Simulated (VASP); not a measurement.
A run of VASP 6.6.1:

Contents of INCAR:

```
SYSTEM = LaAl3Ag
PREC = Accurate ; ENCUT = 600
EDIFF = 1E-7 ; ISMEAR = 0
SIGMA = 0.1 ; LREAL = .FALSE.
LASPH = .TRUE. ; NELM = 100
ALGO = Normal ; ISIF = 3
LWAVE = .FALSE. ; LCHARG = .FALSE.
GGA = PE ; IBRION = 2
NSW = 100 ; EDIFFG = -0.05
```

The input KPOINTS:

```
regular mesh
0
G
  4 4 4
  0 0 0
```

The input POSCAR:

```
LaAl3Ag
1.0
    3.1256000000     -5.4333000000      0.0000000000
    3.1256000000      5.4333000000      0.0000000000
    0.0000000000      0.0000000000      6.1515000000
La Al Ag
2 6 2
Direct
    0.2314966300      0.7685033700      0.2500000000
    0.7685033700      0.2314966300      0.7500000000
    0.6636942300      0.3363057700      0.2500000000
    0.3363057700      0.6636942300      0.7500000000
    0.7142785200      0.7142785200      0.5000000000
    0.7142785200      0.7142785200      0.0000000000
    0.2857214800      0.2857214800      0.5000000000
    0.2857214800      0.2857214800      0.0000000000
    0.9047548300      0.0952451700      0.2500000000
    0.0952451700      0.9047548300      0.7500000000
```

Potentials or basis: VASP PAW PBE potentials, release 64 (La, Al, Ag).

Launch:

```bash
$ cat potpaw_PBE.64/La/POTCAR potpaw_PBE.64/Al/POTCAR potpaw_PBE.64/Ag/POTCAR > POTCAR
$ mpirun -np 1 vasp_std > vasp.out
```

Hardware: 1 thread of AMD EPYC 9R45 96-Core Processor (Zen 5), with other jobs on the host.

Question: How long does it take, and how much memory?

Answer: It took 26 min on 1 thread of AMD EPYC 9R45 96-Core Processor (Zen 5) (shared host), peak memory 0.47 GiB. Counts: scf iterations 153, k points 21, ion steps 17.
